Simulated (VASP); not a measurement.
Wanted: the native input for a VASP 6.6.1 run.

```yaml
Task: single point
Functional: PBE
Dispersion: D3(BJ)
Potentials_or_basis: VASP PAW PBE potentials, release 64 (O, Sn_d)
Cutoff: 520 eV
k_mesh: 3 × 2 × 1
Occupations: gaussian, width 0.05 eV
Spin: no spin polarisation
Dipole_correction: yes
Further_INCAR_settings: LREAL = Auto; ALGO = Normal; EDIFF = 1e-06; NBANDS = 122
```

The structure of SnO2 lies in POSCAR:

```
SnO2
1.0
    6.4600897544      0.0000000000      0.0000000000
    0.0000000000      6.7788694381      0.0000000000
    0.0000000000      0.0000000000     25.6176812915
O Sn
16 8
Direct
    0.0000000000      0.0000000000      0.3122843129
    0.5000000000      0.0000000000      0.3122843129
    0.2500000000      0.3062105638      0.3635642579
    0.7500000000      0.3062105638      0.3635642579
    0.2500000000      0.6937894362      0.3635642579
    0.7500000000      0.6937894362      0.3635642579
    0.0000000000      0.0000000000      0.4148442028
    0.5000000000      0.0000000000      0.4148442028
   -0.0012295968      0.4983968431      0.4439622672
    0.5008786716      0.4978284012      0.4441769824
    0.2497469315      0.8127725842      0.5011648165
    0.7510601246      0.8134935837      0.5021765605
    0.2492675644      0.1866030178      0.5020328806
    0.7507501741      0.1865889852      0.5039418693
    0.0019002706      0.5030389745      0.5482088081
    0.4967035841      0.5049009410      0.5482207627
    0.0000000000      0.5000000000      0.3635642579
    0.5000000000      0.5000000000      0.3635642579
    0.2500000000      0.0000000000      0.3635642579
    0.7500000000      0.0000000000      0.3635642579
    0.0002398384     -0.0001445138      0.4929995349
    0.5003805832      0.0003376424      0.4938019207
    0.2487414851      0.4987024952      0.5002420121
    0.7499128123      0.5003848913      0.5023302335
```

These files were run (other wordings do the same):

INCAR

```
  PREC = Accurate
  ENCUT = 520
  EDIFF = 1E-6
  ISMEAR = 0
  SIGMA = 0.05
  LREAL = Auto
  LASPH = True
  NELM = 60
  ALGO = Normal
  ISIF = 2
  LWAVE = False
  LCHARG = True
  LDIPOL = True
  IDIPOL = 3
  DIPOL = 0.5 0.5 0.431
  GGA = PE
  IVDW = 12
  LELF = True
  LVHAR = True
  LVACPOTAV = True
  NBANDS = 122
```

KPOINTS

```
regular mesh
0
Gamma
  3 2 1
```

Potentials or basis: VASP PAW PBE potentials, release 64 (O, Sn_d).

Command:

```bash
$ cat potpaw_PBE.64/O/POTCAR potpaw_PBE.64/Sn_d/POTCAR > POTCAR
$ mpirun -np 1 vasp_std > vasp.out
```

It gave:

```yaml
Largest_force: 3.148 eV/Å
Band_gap_on_the_k_mesh: 0.44 eV
Dispersion_energy_per_atom: -0.147 eV
Ionisation_potential_of_the_upper_face: 7.07 eV
```

Caveat: the k points lie up to 0.46 Å⁻¹ apart; semilocal functionals underestimate gaps, and a narrow one can read as zero; spin-orbit coupling is left out, which moves the levels of the heavy elements.

Run time: 17 min on 1 thread of Intel(R) Xeon(R) Platinum 8259CL CPU @ 2.50GHz (Skylake/Cascade Lake), on a shared host, peak memory 1 GiB.
